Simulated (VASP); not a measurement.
In:

```xyz
1
Lattice="-1.6255 1.6255 2.4737 1.6255 -1.6255 2.4737 1.6255 1.6255 -2.4737" Properties=species:S:1:pos:R:3 pbc="T T T"
In    0.0000    0.0000    0.0000
```

```yaml
Program: VASP 6.6.1
Task: relaxation of cell and atoms
Functional: revPBE
Potentials_or_basis: VASP PAW PBE potentials, release 64 (In_d)
Cutoff: 600 eV
k_mesh: 11 × 11 × 11
Occupations: fermi-dirac, width 0.05 eV
Spin: no spin polarisation
```

At the start: pressure 3.3 GPa; volume 26.14 Å³/atom.

Task: Where does the relaxation end?

Result: Over 3 steps the energy falls by 21.5 meV/atom and the volume is 28.42 Å³/atom (+8.7 %); space group I4/mmm (No. 139, to 0.05 Å).

The path:
| step | energy change (eV) | largest force (eV/Å) | pressure (GPa) | volume (Å³) |
| --- | --- | --- | --- | --- |
| 1 | 0.0000 | 0.0000 | 3.25 | 26.14 |
| 2 | -0.0214 | 0.0000 | 0.24 | 28.20 |
| 3 | -0.0215 | 0.0000 | -0.01 | 28.42 |

Final structure:
```yaml
crystal:
  lattice:
    - [-1.67445, 1.67445, 2.53447]
    - [1.67445, -1.67445, 2.53447]
    - [1.67445, 1.67445, -2.53447]
  atoms:
    - { symbol: In, position: [0.00000, 0.00000, 0.00000] }
```

Caveat: the PAW data sets were made with another functional, which shifts forces and pressure a little.
